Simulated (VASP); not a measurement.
TaBi (CsCl type), 2 atoms in the cell. It takes space group Pm-3m (No. 221, cubic). Conventional cell: a = 3.026 Å, b = 3.026 Å, c = 3.026 Å, α = 90.00°, β = 90.00°, γ = 90.00°. Ta (site symmetry m-3m) has 8 Bi at 2.62 Å and 6 Ta at 3.03 Å within 3.5 Å. Bi (site symmetry m-3m) has 8 Ta at 2.62 Å and 6 Bi at 3.03 Å within 3.5 Å.  This cell differs from its parent crystal: volume scaled by 0.68.

```yaml
Program: VASP 6.6.1
Task: single point
Functional: LDA
Potentials_or_basis: VASP PAW LDA potentials, release 64 (Ta_pv, Bi_d)
Cutoff: 520 eV
k_mesh: 11 × 11 × 11
Occupations: fermi-dirac, width 0.05 eV
Spin: no spin polarisation
Dipole_correction: no
Further_INCAR_settings: ALGO = Normal; EDIFF = 1e-07; NBANDS = 20
```

Potentials or basis: VASP PAW LDA potentials, release 64 (Ta_pv, Bi_d).

Launch:

```bash
$ cat potpaw_LDA.64/Ta_pv/POTCAR potpaw_LDA.64/Bi_d/POTCAR > POTCAR
$ mpirun -np 1 vasp_std > vasp.out
```

Hardware: 1 thread of Intel(R) Xeon(R) 6975P-C (Granite Rapids), on a shared host.

Question: Estimate the wall time of this run.

Answer: It took 11 s on 1 thread of Intel(R) Xeon(R) 6975P-C (Granite Rapids), on a shared host, peak memory 0.14 GiB. Counts: scf iterations 12, k points 56.
